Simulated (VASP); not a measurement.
# MgO (Cm) in VASP: a series of runs

MgO is run at these levels: LDA; tasks: single point.

Everything below comes from runs of VASP 6.6.1. Logs are shortened: lines on timing, memory, paths and dates and some standing lists are left out, and cuts for length are marked.

### 1 The cell of the first run

Symmetry: Cm, No. 8, monoclinic system. The conventional cell has a = 5.884 Å, b = 5.884 Å, c = 4.161 Å, α = 90.00°, β = 90.00°, γ = 90.00°. Mg (site symmetry m) has 6 O at 1.82 to 2.40 Å and 3 Mg at 2.53 to 2.60 Å within 2.7 Å. Within 2.8 Å of Mg (site symmetry m) lie 6 O at 2.08 Å and 1 Mg at 2.53 Å. Within 2.8 Å of Mg (site symmetry 1) lie 6 O at 2.08 Å and 1 Mg at 2.60 Å. Within 2.5 Å of O (site symmetry 1) lie 6 Mg at 1.82 to 2.40 Å. O (site symmetry m) has 6 Mg at 1.92 to 2.33 Å within 2.5 Å. O (site symmetry m) has 6 Mg at 2.08 Å within 2.8 Å.

### 2 Single point, LDA (atom 1 (Mg) moved by -0.416 Å along [1 1 0] and -0.208 Å along [0 0 1])

INCAR reads:

```
SYSTEM = MgO
PREC = Accurate
ENCUT = 840
EDIFF = 1E-6
ISMEAR = 0
SIGMA = 0.05
LREAL = .False.
LASPH = .True.
NELM = 120
ALGO = Normal
ISIF = 2
LWAVE = .False.
LCHARG = .False.
NBANDS = 42
GGA_COMPAT = .False.
```

KPOINTS reads:

```
Automatic mesh
0
Gamma
  6 6 6
  0 0 0
```

POSCAR reads:

```
MgO
1.0
    4.1607146133      0.0000000000      0.0000000000
    0.0000000000     -4.1607146133      0.0000000000
    0.0000000000      0.0000000000     -4.1607146133
Mg O
4 4
Direct
   -0.0706985334      1.0706985334      1.0499914124
    0.5000000000      0.5000000000      1.0000000000
    0.5000000000      1.0000000000      0.5000000000
    0.0000000000      0.5000000000      0.5000000000
    0.5000000000      0.0000000000      0.0000000000
    0.0000000000      0.5000000000      0.0000000000
    0.0000000000      0.0000000000      0.5000000000
    0.5000000000      0.5000000000      0.5000000000
```

Potentials or basis: VASP PAW LDA potentials, release 64 (Mg_sv, O).

Launch:

```bash
$ cat potpaw_LDA.64/Mg_sv/POTCAR potpaw_LDA.64/O/POTCAR > POTCAR
$ mpirun -np 1 vasp_std > vasp.out
```

OUTCAR:

```text
SYSTEM = MgO
   PREC = Accurate
   ENCUT = 840
   EDIFF = 1E-6
   ISMEAR = 0
   LREAL = .False.
   LASPH = .True.
   NELM = 120
   ISIF = 2

 ion  position               nearest neighbor table
   1  0.929  0.071  0.050-   5 1.82   6 1.82   7 1.92
   2  0.500  0.500  0.000-   5 2.08   6 2.08   8 2.08   8 2.08   5 2.08   6 2.08
   3  0.500  0.000  0.500-   5 2.08   7 2.08   8 2.08   5 2.08   8 2.08   7 2.08
   4  0.000  0.500  0.500-   6 2.08   7 2.08   8 2.08   6 2.08   7 2.08   8 2.08
   5  0.500  0.000  0.000-   1 1.82   2 2.08   3 2.08   3 2.08   2 2.08
   6  0.000  0.500  0.000-   1 1.82   2 2.08   4 2.08   4 2.08   2 2.08
   7  0.000  0.000  0.500-   1 1.92   3 2.08   4 2.08   4 2.08   3 2.08
   8  0.500  0.500  0.500-   2 2.08   3 2.08   4 2.08   2 2.08   3 2.08   4 2.08

  LATTYP: Found a simple cubic cell.
 ALAT       =     4.1607146133

  Lattice vectors:

 A1 = (   4.1607146133,   0.0000000000,   0.0000000000)
 A2 = (   0.0000000000,  -4.1607146133,   0.0000000000)
 A3 = (   0.0000000000,   0.0000000000,  -4.1607146133)

Analysis of symmetry for initial positions (statically):
=====================================================================
 Subroutine PRICEL returns:
 Original cell was already a primitive cell.

 Routine SETGRP: Setting up the symmetry group for a
 simple cubic supercell.

 Subroutine GETGRP returns: Found  2 space group operations
 (whereof  2 operations were pure point group operations)
 out of a pool of 48 trial point group operations.

The static configuration has the point symmetry C_1h.

Analysis of symmetry for dynamics (positions and initial velocities):
=====================================================================
 Subroutine PRICEL returns:
 Original cell was already a primitive cell.

 Routine SETGRP: Setting up the symmetry group for a
 simple cubic supercell.

 Subroutine GETGRP returns: Found  2 space group operations
 (whereof  2 operations were pure point group operations)
 out of a pool of 48 trial point group operations.

The dynamic configuration has the point symmetry C_1h.

 Subroutine INISYM returns: Found  2 space group operations
 (whereof  2 operations are pure point group operations),
 and found     1 'primitive' translations

----------------------------------------------------------------------------------------

                                     Primitive cell

  volume of cell :      72.0284

  direct lattice vectors                    reciprocal lattice vectors
     4.160714613  0.000000000  0.000000000     0.240343329  0.000000000  0.000000000
     0.000000000 -4.160714613  0.000000000     0.000000000 -0.240343329  0.000000000
     0.000000000  0.000000000 -4.160714613     0.000000000  0.000000000 -0.240343329

  length of vectors
     4.160714613  4.160714613  4.160714613     0.240343329  0.240343329  0.240343329

  position of ions in fractional coordinates (direct lattice)
     0.929301467  0.070698533  0.049991412
     0.500000000  0.500000000  0.000000000
     0.500000000  0.000000000  0.500000000
     0.000000000  0.500000000  0.500000000
     0.500000000  0.000000000  0.000000000
     0.000000000  0.500000000  0.000000000
     0.000000000  0.000000000  0.500000000
     0.500000000  0.500000000  0.500000000

  ion indices of the primitive-cell ions
   primitive index   ion index
                 1           1
                 2           2
                 3           3
                 4           4
                 5           5
                 6           6
                 7           7
                 8           8

----------------------------------------------------------------------------------------

 KPOINTS: Automatic mesh

Automatic generation of k-mesh.
 Grid dimensions read from file:
 generate k-points for:    6    6    6

 Generating k-lattice:

  Cartesian coordinates                     Fractional coordinates (reciprocal lattice)
     0.040057221  0.000000000  0.000000000     0.166666667  0.000000000  0.000000000
     0.000000000 -0.040057221  0.000000000     0.000000000  0.166666667  0.000000000
     0.000000000  0.000000000 -0.040057221     0.000000000  0.000000000  0.166666667

  Length of vectors
     0.040057221  0.040057221  0.040057221

  Shift w.r.t. Gamma in fractional coordinates (k-lattice)
     0.000000000  0.000000000  0.000000000

 Subroutine IBZKPT returns following result:
 ===========================================

 Found     68 irreducible k-points:

 Following reciprocal coordinates:
            Coordinates               Weight
  0.000000  0.000000  0.000000      1.000000
  0.166667  0.000000  0.000000      4.000000
  0.000000  0.000000  0.166667      2.000000
  0.333333  0.000000  0.000000      4.000000
  0.000000  0.000000  0.333333      2.000000
  0.500000  0.000000  0.000000      2.000000
[... 16 lines left out ...]
  0.333333  0.000000  0.333333      4.000000
 -0.333333  0.333333  0.000000      2.000000
 [... further k-points ...]
   k-points           NKPTS =     68   k-points in BZ     NKDIM =     68   number of bands    NBANDS=     42
   number of dos      NEDOS =    301   number of ions     NIONS =      8
   total plane-waves  NPLWV =  64000
   dimension x,y,z NGX =    40 NGY =   40 NGZ =   40
   dimension x,y,z NGXF=    80 NGYF=   80 NGZF=   80
   ions per type =               4   4
   NGX,Y,Z   is equivalent  to a cutoff of  15.98, 15.98, 15.98 a.u.
   NGXF,Y,Z  is equivalent  to a cutoff of  31.96, 31.96, 31.96 a.u.
 SYSTEM =  MgO
   PREC   = accura    normal or accurate (medium, high low for compatibility)
   ISTART =      0    job   : 0-new  1-cont  2-samecut
   ICHARG =      2    charge: 1-file 2-atom 10-const
   ISPIN  =      1    spin polarized calculation?
   LNONCOLLINEAR =      F non collinear calculations
   LSORBIT =      F    spin-orbit coupling
   LASPH  =      T    aspherical Exc in radial PAW
   ENCUT  =  840.0 eV  61.74 Ry    7.86 a.u.   9.83  9.83  9.83*2*pi/ulx,y,z
   NELM   =    120;   NELMIN=  2; NELMDL= -5     # of ELM steps
   EDIFF  = 0.1E-05   stopping-criterion for ELM
   LREAL  =      F    real-space projection
   EDIFFG = 0.1E-04   stopping-criterion for IOM
   NSW    =      0    number of steps for IOM
   IBRION =     -1    ionic relax: 0-MD 1-quasi-New 2-CG
   NFREE  =      0    steps in history (QN), initial steepest desc. (CG)
   ISIF   =      2    stress and relaxation
   ISYM   =      2    0-nonsym 1-usesym 2-fastsym
   POTIM  = 0.5000    time-step for ionic-motion
   TEBEG  =    0.0;   TEEND  =   0.0 temperature during run
   PSTRESS=    0.0 pullay stress
   NELECT =      64.0000    total number of electrons
   NUPDOWN=      -1.0000    fix difference up-down
   EMIN   =  10.00;   EMAX   =-10.00  energy-range for DOS
   EFERMI =   0.00;   METHOD = LEGACY
   ISMEAR =     0;   SIGMA  =   0.05  broadening in eV -4-tet -1-fermi 0-gaus
   EFERMI_NEDOS =   21; number of points for ismear=-14 and -15
   IALGO  =     38    algorithm
   IMIX   =      4    mixing-type and parameters
     AMIX     =   0.40;   BMIX     =  1.00
     AMIX_MAG =   1.60;   BMIX_MAG =  1.00
  volume/ion in A,a.u.               =       9.00        60.76
  Fermi-wavevector in a.u.,A,eV,Ry     =   1.573863  2.974170 33.702235  2.477044
  Thomas-Fermi vector in A             =   2.675083
   LORBIT       =      0    0 simple, 1 ext, 2 COOP (PROOUT), +10 PAW based schemes
   GGA     = CA    functional components
   LHFCALC =     F    Hartree Fock is set to
   AEXX    =    0.0000 exact exchange contribution
   IVDW    =     0    specifies the selected vdW correction
   LEPSILON=     F    determine dielectric tensor
   LRPA    =     F    only Hartree local field effects (RPA)
 non-spin polarized calculation
 Gauss-broadening in eV      SIGMA  =   0.05
  energy-cutoff  :      840.00
  volume of cell :       72.03
 maximum number of plane-waves:      4012
   NGX = 19   NGY = 19   NGZ = 19

 number of electron      63.9999994 magnetization

 Free energy of the ion-electron system (eV)
  ---------------------------------------------------
  ext. energy  EPLUGINS =         0.00000000
  ---------------------------------------------------
  free energy    TOTEN  =       -51.73874598 eV

  energy without entropy =      -51.73874598  energy(sigma->0) =      -51.73874598

 E-fermi :   3.2524     XC(G=0): -12.0996

 val. band max:        2.8378508895   @ k =   0.0000   0.0000   0.0000
 cond. band min:       7.7976739368   @ k =   0.0000   0.0000   0.0000
 fundamental gap:      4.9598230472
 Fermi energy:         3.2524484532

 k-point     1 :       0.0000    0.0000    0.0000
  band No.  band energies     occupation
      1     -68.4997      2.00000
      2     -68.4463      2.00000
      3     -68.4390      2.00000
      4     -68.2019      2.00000
      5     -36.0439      2.00000
      6     -36.0214      2.00000
[... 34 lines left out ...]
     41      16.1178      0.00000
     42      16.1696      0.00000

 k-point     2 :       0.1667    0.0000    0.0000
  band No.  band energies     occupation
      1     -68.4996      2.00000
      2     -68.4458      2.00000
      3     -68.4396      2.00000
      4     -68.2020      2.00000
      5     -36.0425      2.00000
      6     -36.0195      2.00000
[... 34 lines left out ...]
     41      15.9865      0.00000
     42      16.1613      0.00000

 k-point     3 :       0.0000    0.0000    0.1667
  band No.  band energies     occupation
      1     -68.4996      2.00000
      2     -68.4464      2.00000
      3     -68.4391      2.00000
      4     -68.2020      2.00000
      5     -36.0416      2.00000
      6     -36.0185      2.00000
[... 897 lines left out ...]
      4     -68.2023      2.00000
      5     -36.0392      2.00000
      6     -36.0187      2.00000
[... 34 lines left out ...]
     41      15.3969      0.00000
     42      16.1213      0.00000

 k-point    24 :      -0.3333    0.3333    0.0000
  band No.  band energies     occupation
      1     -68.4993      2.00000
      2     -68.4438      2.00000
      3     -68.4421      2.00000
      4     -68.2023      2.00000
      5     -36.0389      2.00000
      6     -36.0092      2.00000
[... 34 lines left out ...]
     41      15.3954      0.00000
     42      16.1542      0.00000

 [... further k-points ...]

------------------------ aborting loop because EDIFF is reached ----------------------------------------

  FORCE on cell =-STRESS in cart. coord.  units (eV):
  Direction    XX          YY          ZZ          XY          YZ          ZX
  --------------------------------------------------------------------------------------
  -------------------------------------------------------------------------------------
  Total        3.8788368      3.8788368      1.9957053     -0.5069147     -0.2717743     -0.2717744
  in kB       86.2796372     86.2796372     44.3918465    -11.2756524     -6.0452637     -6.0452656
  external PRESSURE =      72.3170403 kB  Pullay stress =       0.0000000 kB

 VOLUME and BASIS-vectors are now :
 -----------------------------------------------------------------------------
  energy-cutoff  :      840.00
  volume of cell :       72.03
      direct lattice vectors                 reciprocal lattice vectors
     4.160714613  0.000000000  0.000000000     0.240343329  0.000000000  0.000000000
     0.000000000 -4.160714613  0.000000000     0.000000000 -0.240343329  0.000000000
     0.000000000  0.000000000 -4.160714613     0.000000000  0.000000000 -0.240343329

 POSITION                                       TOTAL-FORCE (eV/Angst)
 -----------------------------------------------------------------------------------
      3.86656     -0.29416     -0.20800         3.486476      3.486476      1.893408
      2.08036     -2.08036      0.00000        -0.961717     -0.961717      0.228168
      2.08036      0.00000     -2.08036        -0.853179      0.291347     -0.660186
      0.00000     -2.08036     -2.08036         0.291347     -0.853179     -0.660186
      2.08036      0.00000      0.00000        -1.512814     -0.205937     -0.137037
      0.00000     -2.08036      0.00000        -0.205937     -1.512814     -0.137037
      0.00000      0.00000     -2.08036        -0.358909     -0.358909     -0.617040
      2.08036     -2.08036     -2.08036         0.114733      0.114733      0.089910
 -----------------------------------------------------------------------------------
    total drift:                                0.000359      0.000359      0.000026

  FREE ENERGIE OF THE ION-ELECTRON SYSTEM (eV)
  ---------------------------------------------------
  free  energy   TOTEN  =       -51.7387459842 eV

  energy  without entropy=      -51.7387459842  energy(sigma->0) =      -51.73874598
```

It took 3 min on 1 thread of AMD EPYC 9R45 (Zen 5), shared host; peak memory 0.37 GiB.

Results:

```yaml
Free_energy: -51.7387 eV
Pressure: 7.2 GPa
Largest_force: 5.282 eV/Å
Band_gap_on_the_k_mesh: 4.96 eV
```

Forces on the atoms (eV/Å):
```
Mg   3.486  3.486  1.893
Mg  -0.962 -0.962  0.228
Mg  -0.853  0.291 -0.660
Mg   0.291 -0.853 -0.660
O   -1.513 -0.206 -0.137
O   -0.206 -1.513 -0.137
O   -0.359 -0.359 -0.617
O    0.115  0.115  0.090
```

Caveat: the cell differs from its parent crystal (atom 1 (Mg) moved by -0.416 Å along [1 1 0] and -0.208 Å along [0 0 1]); the cell stands under pressure; forces of over 1 eV/Å act on the atoms, so gaps and moduli don't describe the material at rest.

### 3 Single point, LDA (atom 1 (Mg) moved by -0.520 Å along [1 1 0] and -0.416 Å along [0 0 1])

Edit INCAR of step 2 so:

```diff
@@ -12,3 +12,5 @@
 LWAVE = .False.
-LCHARG = .False.
+LCHARG = .True.
+LELF = .True.
+LVHAR = .True.
 NBANDS = 42
```

KPOINTS is that of step 2.

Edit POSCAR of step 2 so:

```diff
@@ -8,3 +8,3 @@
 Direct
-   -0.0706985334      1.0706985334      1.0499914124
+   -0.0883731667      1.0883731667      1.0999828247
     0.5000000000      0.5000000000      1.0000000000
```

Potentials or basis: VASP PAW LDA potentials, release 64 (Mg_sv, O).

Launch:

```bash
$ cat potpaw_LDA.64/Mg_sv/POTCAR potpaw_LDA.64/O/POTCAR > POTCAR
$ mpirun -np 1 vasp_std > vasp.out
```

It took 4.5 min on 1 thread of Intel Xeon Platinum 8259CL at 2.50GHz (Skylake/Cascade Lake), shared host; peak memory 0.4 GiB.

It converged, with:

* Free energy: -50.5143 eV
* Pressure: 13.2 GPa
* Largest force: 7.218 eV/Å
* Band gap on the k mesh: 4.86 eV

Forces on the atoms (eV/Å):
```
Mg   3.599  3.599  5.119
Mg  -1.233 -1.233  0.499
Mg  -1.354  0.480 -1.431
Mg   0.480 -1.354 -1.431
O   -1.599 -0.159 -0.194
O   -0.159 -1.599 -0.194
O    0.063  0.063 -2.579
O    0.203  0.203  0.212
```

Stress tensor (GPa, compression positive):
```
11.99 -1.88 -2.59
-1.88 11.99 -2.59
-2.59 -2.59 15.72
```

Levels at points of the mesh, in eV from the valence-band top:
| k point | band 28 | band 29 | band 30 | band 31 | band 32 | band 33 | band 34 | band 35 | band 36 | band 37 |
| --- | --- | --- | --- | --- | --- | --- | --- | --- | --- | --- |
| (0.00, 0.00, 0.00) | -1.39 | -1.38 | -0.19 | -0.19 | 0.00 | 4.86 | 8.30 | 9.07 | 9.09 | 9.77 |
| (0.50, 0.00, 0.00) | -1.72 | -0.97 | -0.93 | -0.88 | -0.67 | 7.88 | 8.33 | 10.04 | 10.91 | 11.29 |
| (0.00, 0.00, 0.50) | -1.73 | -1.01 | -0.98 | -0.83 | -0.64 | 7.83 | 8.35 | 10.02 | 10.97 | 11.25 |
| (0.50, 0.50, 0.00) | -1.78 | -0.96 | -0.93 | -0.86 | -0.34 | 8.90 | 9.49 | 9.64 | 9.93 | 10.93 |
| (0.00, 0.50, 0.50) | -1.76 | -0.95 | -0.92 | -0.85 | -0.36 | 8.87 | 9.50 | 9.65 | 9.96 | 10.87 |
| (0.50, 0.50, 0.50) | -0.92 | -0.89 | -0.80 | -0.35 | -0.33 | 7.43 | 7.98 | 8.00 | 8.09 | 11.91 |

Caveat: the cell differs from its parent crystal (atom 1 (Mg) moved by -0.520 Å along [1 1 0] and -0.416 Å along [0 0 1]); the cell stands under pressure; forces of over 1 eV/Å act on the atoms, so gaps and moduli don't describe the material at rest.

### 4 Single point, LDA (atom 1 (Mg) moved by -0.520 Å along [1 1 0] and -0.520 Å along [0 0 1])

INCAR reads:

```
ALGO = Normal ; EDIFF = 1E-6
ENCUT = 840 ; GGA = CA
GGA_COMPAT = False ; ISIF = 2
ISMEAR = 0 ; LASPH = True
LCHARG = True ; LELF = True
LREAL = False ; LVHAR = True
LWAVE = False ; NBANDS = 42
NELM = 120 ; PREC = Accurate
SIGMA = 0.05
```

KPOINTS reads:

```
k-points
0
Gamma
  6 6 6
```

Edit POSCAR of step 3 so:

```diff
@@ -8,3 +8,3 @@
 Direct
-   -0.0883731667      1.0883731667      1.0999828247
+   -0.0883731667      1.0883731667      1.1249785309
     0.5000000000      0.5000000000      1.0000000000
```

Launch:

```bash
$ cat potpaw_LDA.64/Mg_sv/POTCAR potpaw_LDA.64/O/POTCAR > POTCAR
$ mpirun -np 1 vasp_std > vasp.out
```

Run time: 5.9 min. Hardware: 1 thread of AMD EPYC 7R43 (Zen 3), shared host; peak memory 0.36 GiB.

It converged, with:

```yaml
Free_energy: -49.8107 eV
Pressure: 16.4 GPa
Largest_force: 9.428 eV/Å
Band_gap_on_the_k_mesh: 4.80 eV
```

Forces on the atoms (eV/Å):
```
Mg   2.616  2.616  8.671
Mg  -1.163 -1.163  0.589
Mg  -1.597  0.555 -1.801
Mg   0.555 -1.597 -1.801
O   -1.163 -0.218 -0.368
O   -0.218 -1.163 -0.368
O    0.730  0.730 -5.182
O    0.239  0.239  0.258
```

Stress tensor (GPa, compression positive):
```
11.78 -1.40 -4.34
-1.40 11.78 -4.34
-4.34 -4.34 25.52
```

Levels at points of the mesh, in eV from the valence-band top:
```tsv
k point	band 28	band 29	band 30	band 31	band 32	band 33	band 34	band 35	band 36	band 37
(0.00, 0.00, 0.00)	-1.41	-1.37	-0.22	-0.21	0.00	4.80	8.23	9.04	9.08	9.66
(0.50, 0.00, 0.00)	-1.68	-0.98	-0.93	-0.91	-0.68	7.82	8.30	9.97	10.79	11.29
(0.00, 0.00, 0.50)	-1.70	-1.14	-1.11	-0.75	-0.57	7.65	8.34	9.89	10.95	11.17
(0.50, 0.50, 0.00)	-1.74	-1.09	-1.05	-0.81	-0.25	8.79	9.40	9.62	9.90	10.96
(0.00, 0.50, 0.50)	-1.70	-1.04	-0.93	-0.86	-0.31	8.72	9.42	9.69	9.99	10.78
(0.50, 0.50, 0.50)	-0.95	-0.90	-0.77	-0.33	-0.23	7.34	7.89	8.01	8.13	11.83
```

Caveat: the cell differs from its parent crystal (atom 1 (Mg) moved by -0.520 Å along [1 1 0] and -0.520 Å along [0 0 1]); the stress differs along the axes, from 12 to 26 GPa; forces of over 1 eV/Å act on the atoms, so gaps and moduli don't describe the material at rest.

[end of part 1 of 2]
